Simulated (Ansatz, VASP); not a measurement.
# BeTe: VASP beside Ansatz

```xyz
2
Lattice="0.0000 2.8154 2.8154 2.8154 0.0000 2.8154 2.8154 2.8154 0.0000" Properties=species:S:1:pos:R:3 pbc="T T T"
Be    0.0000    0.0000    0.0000
Te    4.2231    4.2231    4.2231
```

Change from the starting cell: volume scaled by 1.05.

Alike in both runs: task single point; functional PBE; k mesh 11 × 11 × 11; occupations fermi-dirac, width 0.05 eV; no spin polarisation.

```csv
,VASP,Ansatz
version,VASP 6.6.1,Ansatz 0.2.0
potentials or method,"VASP PAW PBE potentials, release 64 (Be, Te), cutoff 520 eV","all-electron LAPW, scalar-relativistic"
```

Ansatz gave:

* gap on the k mesh at the Fermi level (eV): 2.01
* pressure (GPa): 1.0

Problem. What did VASP give for the same quantities?

Solution. gap on the k mesh at the Fermi level (eV): 1.99; pressure (GPa): 1.2.

Ansatz ran all-electron here, and VASP with PAW potentials.

Spin-orbit coupling is off throughout.
